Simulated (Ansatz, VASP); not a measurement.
## Hf in VASP and in Ansatz

```
Hf
1.0
     3.20482    0.00000    0.00000
    -1.60241    2.77545    0.00000
     0.00000    0.00000    5.06769
Hf
2
Direct
  0.33333 0.66667 0.25000
  0.66667 0.33333 0.75000
```

Alike in both runs: task single point; functional PBE; k mesh 18 × 18 × 10; occupations gaussian, width 0.15 eV; no spin polarisation.

```csv
,VASP,Ansatz
version,VASP 6.6.1,Ansatz 0.2.0
potentials or method,"VASP PAW PBE potentials, release 64 (Hf_pv), cutoff 500 eV","scalar-relativistic, plane waves, PAW"
valence electrons in the cell,20,52
```

|  | VASP | Ansatz | Ansatz less VASP |
| --- | --- | --- | --- |
| gap on the k mesh at the Fermi level (eV) | none | none | - |
| pressure (GPa) | -0.4 | 0.0 | +0.44 |
| traceless stress, the component that is largest in VASP (GPa) | -0.07 | 0.00 | +0.068 |

A gap of «none» marks a metal or a gap that the smearing closes. The functional is the same, so the differences come from potentials, cutoffs and numerics. VASP's potentials hold 20 valence electrons a cell and Ansatz's 52, so a difference there can come from the potentials and not from the codes.

Neither program's run includes spin-orbit coupling.
